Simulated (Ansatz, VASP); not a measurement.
## One calculation of Ta2N, two programs

The input INCAR:

```
SYSTEM = Ta2N
ALGO = Normal
EDIFF = 1E-6
ENCUT = 520
GGA = PS
ISIF = 2
ISMEAR = 0
LASPH = .True.
LCHARG = .False.
LREAL = .False.
LWAVE = .False.
NBANDS = 20
NELM = 100
PREC = Accurate
SIGMA = 0.15
```

The input KPOINTS:

```
k-points
0
Gamma
  18 18 12
  0 0 0
```

POSCAR

```
Ta2N
1.0
    2.8970879973      0.0000000000      0.0000000000
   -1.4485439987      2.5089518027      0.0000000000
    0.0000000000      0.0000000000      5.4466305420
Ta N
2 1
Direct
    0.6666666667      0.3333333333      0.7462554482
    0.3333333333      0.6666666667      0.2537445518
    0.0000000000      0.0000000000      0.0000000000
```

Input for Ansatz:

```yaml
crystal:
  lattice:
    - [2.8970879973, 0.0, 0.0]
    - [-1.4485439987, 2.5089518027, 0.0]
    - [0.0, 0.0, 5.446630542]
  atoms:
    - { symbol: Ta, position: [0.6666666667, 0.3333333333, 0.7462554482] }
    - { symbol: Ta, position: [0.3333333333, 0.6666666667, 0.2537445518] }
    - { symbol: "N", position: [0.0, 0.0, 0.0] }
basis:
  ecutwfc: 420
kpoints:
  mp_grid: { grid: [18, 18, 12] }
hamiltonian:
  xc: pbesol
scf:
  occupations: { method: gaussian, width: 0.15 }
output:
  forces: true
  stress: true
  eigenvalues: true
```

Alike in both runs: task single point; functional PBEsol; k mesh 18 × 18 × 12; occupations gaussian, width 0.15 eV; no spin polarisation.

```csv
,VASP,Ansatz
version,VASP 6.6.1,Ansatz 0.2.0
potentials or method,"VASP PAW PBE potentials, release 64 (Ta_pv, N), cutoff 520 eV","scalar-relativistic, plane waves, PAW"
valence electrons in the cell,27,31
```

```tsv
	VASP	Ansatz	Ansatz less VASP
gap on the k mesh at the Fermi level (eV)	none	none	-
pressure (GPa)	4.5	3.9	-0.59
traceless stress, the component that is largest in VASP (GPa)	-24.26	-24.30	-0.045
rms of the force components (eV/Å)	0.495	0.470	-0.0252
```

VASP's potentials were made for PBE, not for PBEsol. Atom by atom the forces differ by 0.025 eV/Å (rms over components). A gap of «none» marks a metal or a gap that the smearing closes. VASP's potentials hold 27 valence electrons a cell and Ansatz's 31, so a difference there can come from the potentials and not from the codes.

Neither program's run includes spin-orbit coupling.
